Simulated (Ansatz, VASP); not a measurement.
# One calculation of ZnO, two programs

```
CELL_PARAMETERS angstrom
3.23091 0.00000 0.00000
-1.61545 2.79805 0.00000
0.00000 0.00000 5.21561
ATOMIC_POSITIONS crystal
Zn 0.33333 0.66667 0.00153
Zn 0.66667 0.33333 0.50153
O 0.33333 0.66667 0.38047
O 0.66667 0.33333 0.88047
```

Change from the starting cell: polar distortion scaled by 1.00.

Alike in both runs: task single point; functional LDA; k mesh 9 × 9 × 6; no spin polarisation.

|  | VASP | Ansatz |
| --- | --- | --- |
| version | VASP 6.6.1 | Ansatz 0.2.0 |
| potentials or method | VASP PAW LDA potentials, release 64 (Zn, O), cutoff 520 eV | scalar-relativistic, plane waves, PAW |
| occupations | gaussian, width 0.01 eV | fixed |
| valence electrons in the cell | 36 | 36 |

Ansatz gave:

```
gap on the k mesh at the Fermi level (eV)                     : 0.73
least direct gap on the mesh (eV)                             : 0.73
pressure (GPa)                                                : -5.8
traceless stress, the component that is largest in VASP (GPa) : 0.09
```

What did VASP give for the same quantities?

gap on the k mesh at the Fermi level (eV): 0.75; least direct gap on the mesh (eV): 0.75; pressure (GPa): -4.8; traceless stress, the component that is largest in VASP (GPa): 0.08.

Ansatz warns that its potentials were made for another functional, while VASP's fit it. LDA's correlation is that of Perdew and Zunger in VASP and of Perdew and Wang (1992) in Ansatz.
